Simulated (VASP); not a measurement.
# Ni (Fm-3m) in VASP: a series of runs

Runs on Ni. Level: r2SCAN. Tasks: single point.

All numbers are computed with VASP 6.6.1; they aren't measurements. Logs are shortened: lines on timing, memory, paths and dates and some standing lists are left out, and cuts for length are marked.

**1. The cell of the first run**

The structure is cubic, space group Fm-3m (No. 225). The conventional cell has a = 3.517 Å, b = 3.517 Å, c = 3.517 Å, α = 90.00°, β = 90.00°, γ = 90.00°. Within 3.3 Å of Ni (site symmetry m-3m) lie 12 Ni at 2.49 Å.

**2. Single point, r2SCAN, collinear spin, ferromagnetic start**

File POSCAR:

```
Ni
1.0
    0.0000000000      1.7585000000      1.7585000000
    1.7585000000      0.0000000000      1.7585000000
    3.5170000000      3.5170000000      0.0000000000
Ni
2
Direct
    0.0000000000      0.0000000000      0.0000000000
    0.0000000000      0.0000000000      0.5000000000
```

File INCAR.step1:

```
SYSTEM = Ni
PREC = Accurate
ENCUT = 520
ISMEAR = -1
SIGMA = 0.1
LREAL = .FALSE.
LASPH = .TRUE.
NELM = 150
ISPIN = 2
MAGMOM = 2 2
LMAXMIX = 4
NBANDS = 21
GGA = PE
ALGO = Normal
EDIFF = 1E-4
LWAVE = .TRUE.
LCHARG = .FALSE.
```

File INCAR.step2:

```
SYSTEM = Ni
PREC = Accurate
ENCUT = 520
EDIFF = 1E-6
ISMEAR = -1
SIGMA = 0.1
LREAL = .FALSE.
LASPH = .TRUE.
NELM = 150
ALGO = Normal
ISIF = 2
LWAVE = .FALSE.
LCHARG = .TRUE.
ISPIN = 2
MAGMOM = 2 2
LORBIT = 11
LMAXMIX = 4
METAGGA = R2SCAN
LMIXTAU = .TRUE.
LELF = .TRUE.
LVHAR = .TRUE.
NBANDS = 21
ISTART = 1
```

File KPOINTS:

```
Automatic mesh
0
G
  12 12 6
  0 0 0
```

Potentials or basis: VASP PAW PBE potentials, release 64 (Ni).

Run with:

```console
cat potpaw_PBE.64/Ni/POTCAR > POTCAR
cp INCAR.step1 INCAR
mpirun -np 1 vasp_std > vasp.out
cp INCAR.step2 INCAR
mpirun -np 1 vasp_std > vasp.out
```

OUTCAR:

```text
SYSTEM = Ni
   PREC = Accurate
   ENCUT = 520
   EDIFF = 1E-6
   ISMEAR = -1
   LREAL = .FALSE.
   LASPH = .TRUE.
   NELM = 150
   ISIF = 2
   ISPIN = 2
   LORBIT = 11
   METAGGA = R2SCAN
   ISTART = 1

 ion  position               nearest neighbor table
   1  0.000  0.000  0.000-   2 2.49   2 2.49   2 2.49   2 2.49   2 2.49   2 2.49
   2  0.000  0.000  0.500-   1 2.49   1 2.49   1 2.49   1 2.49   1 2.49   1 2.49

  LATTYP: Found a trigonal (rhomboedric) cell.
 ALAT       =     4.3074277127
 COS(alpha) =     0.8333333333

  Lattice vectors:

 A1 = (   3.5170000000,   1.7585000000,  -1.7585000000)
 A2 = (   1.7585000000,   1.7585000000,  -3.5170000000)
 A3 = (   1.7585000000,   3.5170000000,  -1.7585000000)

Analysis of symmetry for initial positions (statically):
=====================================================================
 Subroutine PRICEL returns following result:

  LATTYP: Found a face centered cubic cell.
 ALAT       =     3.5170000000
[... 12 lines left out ...]
 Subroutine GETGRP returns: Found 12 space group operations
 (whereof 12 operations were pure point group operations)
 out of a pool of 12 trial point group operations.

The static configuration has the point symmetry D_3d.

Analysis of symmetry for dynamics (positions and initial velocities):
=====================================================================
 Subroutine PRICEL returns following result:

  LATTYP: Found a face centered cubic cell.
 ALAT       =     3.5170000000
[... 12 lines left out ...]
 Subroutine GETGRP returns: Found 12 space group operations
 (whereof 12 operations were pure point group operations)
 out of a pool of 12 trial point group operations.

The dynamic configuration has the point symmetry D_3d.

Analysis of structural, dynamic, and magnetic symmetry:
=====================================================================
 Subroutine PRICEL returns following result:

  LATTYP: Found a face centered cubic cell.
 ALAT       =     3.5170000000
[... 12 lines left out ...]
 Subroutine GETGRP returns: Found 12 space group operations
 (whereof 12 operations were pure point group operations)
 out of a pool of 12 trial point group operations.

The overall configuration has the point symmetry D_3d.

 Subroutine INISYM returns: Found 12 space group operations
 (whereof 12 operations are pure point group operations),
 and found     2 'primitive' translations

----------------------------------------------------------------------------------------

                                     Primitive cell

  volume of cell :      10.8757

  direct lattice vectors                    reciprocal lattice vectors
     0.000000000  1.758500000  1.758500000    -0.284333239  0.284333239  0.284333239
     1.758500000  0.000000000  1.758500000     0.284333239 -0.284333239  0.284333239
     1.758500000  1.758500000  0.000000000     0.284333239  0.284333239 -0.284333239

  length of vectors
[... 126 lines left out ...]
   AEXX    =    0.0000 exact exchange contribution
   IVDW    =     0    specifies the selected vdW correction
   LEPSILON=     F    determine dielectric tensor
   LRPA    =     F    only Hartree local field effects (RPA)
 spin polarized calculation
  energy-cutoff  :      520.00
  volume of cell :       21.75
 maximum number of plane-waves:       604
   NGX =  9   NGY =  9   NGZ = 19

 number of electron      20.0000023 magnetization       1.4599788

 Free energy of the ion-electron system (eV)
  ---------------------------------------------------
  ext. energy  EPLUGINS =         0.00000000
  ---------------------------------------------------
  free energy    TOTEN  =       -23.92113353 eV

  energy without entropy =      -23.84184974  energy(sigma->0) =      -23.88149163

 E-fermi :   9.3114     XC(G=0): -14.3871

 val. band max:        9.2632127666   @ k =  -0.1667   0.1667   0.0000
 cond. band min:       9.3542542718   @ k =   0.4167   0.2500   0.0000
 fundamental gap:      0.0910415052
 Fermi energy:         9.3113737492

 spin component 1

 k-point     1 :       0.0000    0.0000    0.0000
  band No.  band energies     occupation
      1      -0.0779      1.00000
      2       4.0472      1.00000
      3       6.3856      1.00000
      4       6.3859      1.00000
      5       6.3863      1.00000
      6       6.4642      1.00000
[... 565 lines left out ...]
     20      33.0804      0.00000
     21      38.2770      0.00000

 [... further k-points ...]

 spin component 2

 k-point     1 :       0.0000    0.0000    0.0000
  band No.  band energies     occupation
      1      -0.3409      1.00000
      2       4.7226      1.00000
      3       7.3905      1.00000
      4       7.3907      1.00000
      5       7.7234      1.00000
      6       7.7234      1.00000
[... 565 lines left out ...]
     20      33.2229      0.00000
     21      38.5950      0.00000

 [... further k-points ...]

------------------------ aborting loop because EDIFF is reached ----------------------------------------

  FORCE on cell =-STRESS in cart. coord.  units (eV):
  Direction    XX          YY          ZZ          XY          YZ          ZX
  --------------------------------------------------------------------------------------
  -------------------------------------------------------------------------------------
  Total       -0.8376867     -0.8376867     -0.8376867      0.0012150     -0.0012150     -0.0012150
  in kB      -61.7028306    -61.7028306    -61.7028306      0.0894929     -0.0894929     -0.0894929
  external PRESSURE =     -61.7028306 kB  Pullay stress =       0.0000000 kB

 VOLUME and BASIS-vectors are now :
 -----------------------------------------------------------------------------
  energy-cutoff  :      520.00
  volume of cell :       21.75
      direct lattice vectors                 reciprocal lattice vectors
     0.000000000  1.758500000  1.758500000    -0.284333239  0.284333239  0.284333239
     1.758500000  0.000000000  1.758500000     0.284333239 -0.284333239  0.284333239
     3.517000000  3.517000000  0.000000000     0.142166619  0.142166619 -0.142166619

 POSITION                                       TOTAL-FORCE (eV/Angst)
 -----------------------------------------------------------------------------------
      0.00000      0.00000      0.00000         0.000000      0.000000     -0.000000
      1.75850      1.75850      0.00000        -0.000000     -0.000000      0.000000
 -----------------------------------------------------------------------------------
    total drift:                               -0.000000     -0.000000      0.000000

  FREE ENERGIE OF THE ION-ELECTRON SYSTEM (eV)
  ---------------------------------------------------
  free  energy   TOTEN  =       -23.9211335277 eV

  energy  without entropy=      -23.8418497406  energy(sigma->0) =      -23.88149163

 total charge

# of ion       s       p       d       tot
------------------------------------------
    1        0.514   0.518   8.313   9.346
    2        0.514   0.518   8.313   9.346
--------------------------------------------------
tot          1.029   1.036  16.627  18.692

 magnetization (x)

# of ion       s       p       d       tot
------------------------------------------
    1       -0.010  -0.044   0.808   0.754
    2       -0.010  -0.044   0.808   0.754
--------------------------------------------------
tot         -0.020  -0.088   1.616   1.508
```

Run time: 3.2 min. Hardware: 1 thread of AMD EPYC 9R45 (Zen 5), shared host; peak memory 0.17 GiB.

What came out:

* Free energy: -23.9211 eV
* Pressure: -6.2 GPa
* Net moment: 1.46 μB per cell
* Site moments: Ni +0.75 μB
* Valence electrons inside the program's atomic spheres: Ni 9.35

Levels at points of the mesh, in eV from the Fermi level:
Spin up:
| k point | band 7 | band 8 | band 9 | band 10 | band 11 | band 12 | band 13 | band 14 | band 15 | band 16 |
| --- | --- | --- | --- | --- | --- | --- | --- | --- | --- | --- |
| (0.00, 0.00, 0.00) | -2.85 | -1.64 | -1.64 | -1.05 | -1.05 | -0.38 | 5.66 | 23.01 | 24.56 | 25.65 |
| (0.50, 0.00, 0.00) | -1.05 | -0.97 | -0.97 | -0.93 | -0.38 | 2.50 | 5.66 | 9.37 | 15.43 | 15.43 |
| (0.00, 0.00, 0.50) | -2.67 | -2.67 | -1.60 | -1.60 | -1.60 | -1.60 | 14.83 | 14.83 | 24.66 | 24.66 |
| (0.50, 0.00, 0.50) | -1.98 | -1.98 | -1.00 | -1.00 | 2.09 | 2.09 | 8.64 | 8.64 | 14.99 | 14.99 |
Spin down:
```
           k point  band 6  band 7  band 8  band 9  band 10  band 11  band 12  band 13
(0.00, 0.00, 0.00)   -1.59   -1.59   -0.87   -0.87    -0.62     0.20     0.20     6.36
(0.50, 0.00, 0.00)   -0.62   -0.12    0.20    0.20     0.57     0.57     2.24     6.35
(0.00, 0.00, 0.50)   -1.55   -1.55   -1.55   -0.59    -0.59    -0.59    -0.59    15.05
(0.50, 0.00, 0.50)   -1.84   -1.03   -1.03    0.30     0.30     2.63     2.63     8.95
```

Caveat: the cell stands under tension; the PAW data sets were made with another functional, which shifts forces and pressure a little.

**3. Single point, r2SCAN, collinear spin, antiferromagnetic start**

POSCAR is that of step 2.

File INCAR.step1:

```
SYSTEM = Ni
PREC     = Accurate       ! precision mode
ENCUT    = 520            ! plane-wave cutoff, eV
ISMEAR   = -1             ! smearing method
SIGMA    = 0.1            ! smearing width, eV
LREAL    = .False.        ! projectors in reciprocal space
LASPH    = .True.         ! aspherical terms in the spheres
NELM     = 150            ! most SCF steps
ISPIN    = 2              ! spin polarisation
MAGMOM   = 0.8 -0.8       ! initial moments
LMAXMIX  = 4              ! l up to which the mixer works
NBANDS   = 21             ! bands
GGA      = PE             ! functional
ALGO     = Normal         ! electronic algorithm
EDIFF    = 1E-4           ! SCF threshold, eV
LWAVE    = .True.         ! write WAVECAR
LCHARG   = .False.        ! write CHGCAR
```

File INCAR.step2:

```
SYSTEM = Ni
PREC     = Accurate       ! precision mode
ENCUT    = 520            ! plane-wave cutoff, eV
EDIFF    = 1E-6           ! SCF threshold, eV
ISMEAR   = -1             ! smearing method
SIGMA    = 0.1            ! smearing width, eV
LREAL    = .False.        ! projectors in reciprocal space
LASPH    = .True.         ! aspherical terms in the spheres
NELM     = 150            ! most SCF steps
ALGO     = Normal         ! electronic algorithm
ISIF     = 2              ! what is computed and relaxed
LWAVE    = .False.        ! write WAVECAR
LCHARG   = .False.        ! write CHGCAR
ISPIN    = 2              ! spin polarisation
MAGMOM   = 0.8 -0.8       ! initial moments
LORBIT   = 11             ! projections on sites
LMAXMIX  = 4              ! l up to which the mixer works
METAGGA  = R2SCAN         ! meta-GGA
LMIXTAU  = .True.       
NBANDS   = 21             ! bands
ISTART   = 1
```

File KPOINTS:

```
Automatic mesh
0
Gamma
  12 12 6
  0 0 0
```

Potentials or basis: VASP PAW PBE potentials, release 64 (Ni).

Run with:

```console
cat potpaw_PBE.64/Ni/POTCAR > POTCAR
cp INCAR.step1 INCAR
mpirun -np 1 vasp_std > vasp.out
cp INCAR.step2 INCAR
mpirun -np 1 vasp_std > vasp.out
```

Wall time 4.1 min (1 thread of AMD EPYC 9R45 (Zen 5), shared host); peak memory 0.17 GiB.

The run converged. Its results:

- Free energy: -23.7313 eV
- Pressure: -8.5 GPa
- Band gap on the k mesh: zero (filled and empty bands overlap)
- Net moment: 0.00 μB per cell
- Valence electrons inside the program's atomic spheres: Ni 9.35

Levels at points of the mesh, in eV from the Fermi level:
Spin up:
| k point | band 8 | band 9 | band 10 | band 11 | band 12 | band 13 |
| --- | --- | --- | --- | --- | --- | --- |
| (0.00, 0.00, 0.00) | -0.85 | -0.85 | -0.16 | -0.05 | -0.05 | 6.34 |
| (0.50, 0.00, 0.00) | -0.05 | -0.05 | 0.17 | 0.17 | 2.72 | 6.35 |
| (0.00, 0.00, 0.50) | -1.71 | -0.73 | -0.73 | -0.72 | -0.72 | 15.27 |
| (0.50, 0.00, 0.50) | -1.09 | 0.01 | 0.01 | 2.70 | 2.70 | 9.13 |
Spin down:
```tsv
k point	band 6	band 7	band 8	band 9	band 10	band 11	band 12	band 13	band 14	band 15
(0.00, 0.00, 0.00)	-1.89	-1.89	-0.85	-0.85	-0.16	-0.05	-0.05	6.34	23.24	24.74
(0.50, 0.00, 0.00)	-0.16	-0.12	-0.05	-0.05	0.17	0.17	2.72	6.35	9.89	15.78
(0.00, 0.00, 0.50)	-1.71	-1.71	-1.71	-0.73	-0.73	-0.72	-0.72	15.27	15.27	24.90
(0.50, 0.00, 0.50)	-1.94	-1.09	-1.09	0.01	0.01	2.70	2.70	9.13	9.13	15.40
```

Caveat: the cell stands under tension; the moments typed at the start vanished in this run; the PAW data sets were made with another functional, which shifts forces and pressure a little.

**4. Single point, r2SCAN, collinear spin**

POSCAR is that of step 3.

File INCAR.step1:

```
SYSTEM = Ni
ALGO = Normal ; EDIFF = 1E-4
ENCUT = 520 ; GGA = PE
ISMEAR = -1 ; ISPIN = 2
LASPH = .True. ; LCHARG = .False.
LMAXMIX = 4 ; LREAL = .False.
LWAVE = .True. ; MAGMOM = 0 2
NBANDS = 21 ; NELM = 150
PREC = Accurate ; SIGMA = 0.1
```

File INCAR.step2:

```
SYSTEM = Ni
ALGO = Normal ; EDIFF = 1E-7
ENCUT = 520 ; ISIF = 2
ISMEAR = -1 ; ISPIN = 2
ISTART = 1 ; LASPH = .True.
LCHARG = .True. ; LELF = .True.
LMAXMIX = 4 ; LMIXTAU = .True.
LORBIT = 11 ; LREAL = .False.
LVHAR = .True. ; LWAVE = .False.
MAGMOM = 0 2 ; METAGGA = R2SCAN
NBANDS = 21 ; NELM = 150
PREC = Accurate ; SIGMA = 0.1
```

File KPOINTS:

```
k-points
0
Gamma
  12 12 6
  0 0 0
```

Run with:

```console
cat potpaw_PBE.64/Ni/POTCAR > POTCAR
cp INCAR.step1 INCAR
mpirun -np 1 vasp_std > vasp.out
cp INCAR.step2 INCAR
mpirun -np 1 vasp_std > vasp.out
```

Wall time 4.2 min (1 thread of AMD EPYC 9R45 (Zen 5), shared host); peak memory 0.16 GiB.

It converged, with:

```
Free energy                                           : -23.9211 eV
Pressure                                              : -6.2 GPa
Net moment                                            : 1.46 μB per cell
Site moments                                          : Ni +0.75 μB
Valence electrons inside the program's atomic spheres : Ni 9.35
```

Levels at points of the mesh, in eV from the Fermi level:
Spin up:
```
           k point  band 7  band 8  band 9  band 10  band 11  band 12  band 13  band 14  band 15  band 16
(0.00, 0.00, 0.00)   -2.85   -1.64   -1.64    -1.05    -1.05    -0.38     5.66    23.01    24.56    25.65
(0.50, 0.00, 0.00)   -1.05   -0.97   -0.97    -0.93    -0.38     2.50     5.66     9.37    15.43    15.43
(0.00, 0.00, 0.50)   -2.67   -2.67   -1.60    -1.60    -1.60    -1.60    14.83    14.83    24.66    24.66
(0.50, 0.00, 0.50)   -1.98   -1.98   -1.00    -1.00     2.09     2.09     8.64     8.64    14.99    14.99
```
Spin down:
| k point | band 5 | band 6 | band 7 | band 8 | band 9 | band 10 | band 11 | band 12 | band 13 | band 14 |
| --- | --- | --- | --- | --- | --- | --- | --- | --- | --- | --- |
| (0.00, 0.00, 0.00) | -1.59 | -1.59 | -1.59 | -0.87 | -0.87 | -0.62 | 0.20 | 0.20 | 6.36 | 22.88 |
| (0.50, 0.00, 0.00) | -1.92 | -0.62 | -0.12 | 0.20 | 0.20 | 0.57 | 0.57 | 2.24 | 6.35 | 9.71 |
| (0.00, 0.00, 0.50) | -1.55 | -1.55 | -1.55 | -1.55 | -0.59 | -0.59 | -0.59 | -0.59 | 15.05 | 15.05 |
| (0.50, 0.00, 0.50) | -1.84 | -1.84 | -1.03 | -1.03 | 0.30 | 0.30 | 2.63 | 2.63 | 8.95 | 8.95 |

Caveat: the cell stands under tension; the PAW data sets were made with another functional, which shifts forces and pressure a little.

**5. The runs side by side**

```tsv
spin	gap on the mesh (eV)	pressure (GPa)	moment (μB)
collinear, ferromagnetic start	none	-6.2	1.46
collinear, antiferromagnetic start	none	-8.5	0.00
collinear	none	-6.2	1.46
```

Alike in all rows: task single point; level r2SCAN; potentials or basis VASP PAW PBE potentials, release 64 (Ni); cell as given; k mesh 12 × 12 × 6; cutoff (eV) 520; smearing fermi-dirac 0.1 eV.

Caveats: the cell stands under tension; the PAW data sets were made with another functional, which shifts forces and pressure a little; the moments typed at the start vanished in this run (at least some runs).

Absolute energies hang on the potentials; compare differences alone.

The gap in the log of VASP goes by the Fermi energy; the results here count the filled bands.